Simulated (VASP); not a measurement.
# KH13O7: single point with LDA

The system is KH13O7.

```
O H K
1.0
     6.06053    0.00000    0.00000
     0.00000    6.06053    0.00000
     0.00000    0.00000    6.06053
O H K
7 13 1
Direct
  0.17645 0.58534 0.00257
  0.92601 0.52918 0.61222
  0.39168 0.96405 0.01632
  0.95498 0.10068 0.31189
  0.51976 0.60127 0.50456
  0.20446 0.16937 0.66151
  0.34677 0.27793 0.28039
  0.24643 0.74736 0.02327
  0.25229 0.50680 0.12623
  0.75262 0.52982 0.61927
  0.94417 0.59617 0.76648
  0.37861 0.09446 0.13730
  0.35213 0.02534 0.87437
  0.93619 0.96827 0.24381
  0.12191 0.17197 0.27074
  0.44346 0.73045 0.53038
  0.45140 0.47237 0.41021
  0.08845 0.09222 0.56114
  0.14600 0.31147 0.72805
  0.33124 0.23346 0.43889
  0.75219 0.43963 0.16094
```

| Item | Value |
| --- | --- |
| Program | VASP 6.6.1 |
| Task | single point |
| Functional | LDA |
| Potentials or basis | VASP PAW LDA potentials, release 64 (O, H, K_sv) |
| Cutoff | 520 eV |
| k mesh | 1 × 1 × 1 |
| Occupations | fermi-dirac, width 0.05 eV |
| Spin | no spin polarisation |
| Dipole correction | no |
| Further INCAR settings | LREAL = Auto; ALGO = Normal; EDIFF = 1e-06; NBANDS = 48 |

```yaml
Pressure: -1.3 GPa
Largest_force: 5.019 eV/Å
Band_gap_on_the_k_mesh: 4.04 eV
```

Forces in eV/Å, atoms in the order of the input:
```
O    0.307  1.517  0.585
O   -1.884  0.567  2.537
O    0.311 -0.551  1.625
O    2.263  4.162  1.659
O    2.086 -3.426 -0.910
O   -0.256 -0.417  0.286
O    0.114  0.457 -0.247
H   -0.260 -0.870 -0.571
H   -0.414 -0.611 -0.149
H    1.288  0.183 -1.045
H    1.016 -0.514 -1.431
H    0.213 -0.556 -0.779
H   -0.569  0.695 -1.013
H   -0.306 -3.638 -1.905
H   -1.438 -0.467  0.190
H   -1.892  2.121  0.243
H   -0.725  1.194  0.523
H    0.256  1.181  0.788
H   -0.093 -0.844 -0.869
H   -0.171 -0.168  0.525
K    0.154 -0.017 -0.042
```

Stress tensor (GPa, compression positive):
```
-2.24 -2.43 -0.38
-2.43 -0.62 -1.28
-0.38 -1.28 -0.96
```

Levels at points of the mesh, in eV from the valence-band top:
| k point | band 28 | band 29 | band 30 | band 31 | band 32 | band 33 | band 34 | band 35 | band 36 | band 37 |
| --- | --- | --- | --- | --- | --- | --- | --- | --- | --- | --- |
| (0.00, 0.00, 0.00) | -0.67 | -0.61 | -0.31 | -0.19 | 0.00 | 4.04 | 7.11 | 7.52 | 7.77 | 8.11 |

Wall time 14 s on 1 thread of Intel(R) Xeon(R) Platinum 8488C (Sapphire Rapids) (shared host), peak memory 0.24 GiB.

Caveat: the k points lie up to 1.04 Å⁻¹ apart.
